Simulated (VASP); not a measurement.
Input of a VASP 6.6.1 run:

The input POSCAR:

```
C
1.0
    0.0000000000      1.7951807415      1.7951807415
    1.7951807415      0.0000000000      1.7951807415
    1.7951807415      1.7951807415      0.0000000000
C
2
Direct
    0.7500000000      0.7500000000      0.7500000000
    0.5000000000      0.5000000000      0.5000000000
```

The input INCAR.step1:

```
SYSTEM = C
PREC = Accurate ; ENCUT = 520
ISMEAR = -1 ; SIGMA = 0.05
LREAL = .False. ; LASPH = .True.
NELM = 60 ; NBANDS = 11
GGA = PE ; ALGO = Normal
EDIFF = 1E-4 ; LWAVE = .True.
LCHARG = .False.
```

File INCAR.step2:

```
SYSTEM = C
PREC = Accurate ; ENCUT = 520
EDIFF = 1E-6 ; ISMEAR = -1
SIGMA = 0.05 ; LREAL = .False.
LASPH = .True. ; NELM = 60
ALGO = Normal ; ISIF = 2
LWAVE = .False. ; LCHARG = .False.
METAGGA = R2SCAN ; LMIXTAU = .True.
IVDW = 12 ; NBANDS = 11
VDW_S6 = 1.0 ; VDW_S8 = 0.78981345
VDW_A1 = 0.49484001 ; VDW_A2 = 5.73083694
ISTART = 1
```

The input KPOINTS:

```
regular mesh
0
Gamma
  13 13 13
  0 0 0
```

Potentials or basis: VASP PAW PBE potentials, release 64 (C).

Run with:

```console
$ cat potpaw_PBE.64/C/POTCAR > POTCAR
$ cp INCAR.step1 INCAR
$ mpirun -np 1 vasp_std > vasp.out
$ cp INCAR.step2 INCAR
$ mpirun -np 1 vasp_std > vasp.out
```

Question: Estimate the band gap on the k mesh.

Answer: 4.29 eV, indirect (least direct gap 5.78 eV).

Question: What does it give for the pressure?

Answer: -12.3 GPa.

Question: What does it give for the dispersion energy per atom?

Answer: -0.088 eV.

Caveat: the PAW data sets were made with another functional, which shifts forces and pressure a little. r2SCAN opens gaps a little over a GGA but as a rule still falls short of measured ones.
